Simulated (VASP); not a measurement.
Runs of VASP 6.6.1 on Cd2Te3. The structure is that of space group Pm-3m (No. 221), or close to it. The cells are those of the table. 

```csv
task,cell,k mesh,cutoff (eV),gap on the mesh (eV),pressure (GPa),relaxed volume (Å³/atom)
relaxation of cell and atoms,"relaxed from a = 5.550 Å, 5 atoms",4 × 4 × 4,600,none,0.0,(b)
relaxation of cell and atoms,"relaxed from a = 5.632 Å, 5 atoms",8 × 8 × 8,600,none,0.0,35.87
single point,"a = 5.550 Å, 5 atoms",4 × 4 × 4,520,none,1.9,-
single point,"a = 5.634 Å, 5 atoms",8 × 8 × 8,520,none,(a),-
single point,"a = 5.632 Å, 5 atoms",4 × 4 × 4,520,none,0.4,-
```

Alike in all rows: level PBE; potentials or basis VASP PAW PBE potentials, release 64 (Cd, Te); no spin polarisation; smearing gaussian 0.1 eV.

Task: Estimate the missing entries.

Result: (a) 0.1; (b) 36.17.

Caveats: spin-orbit coupling is left out, which moves the levels of the heavy elements.

A k mesh can miss the band edges, and the runs leave out spin-orbit coupling on Cd, Te.

A gap of «none» marks levels without a gap at the run's occupations.
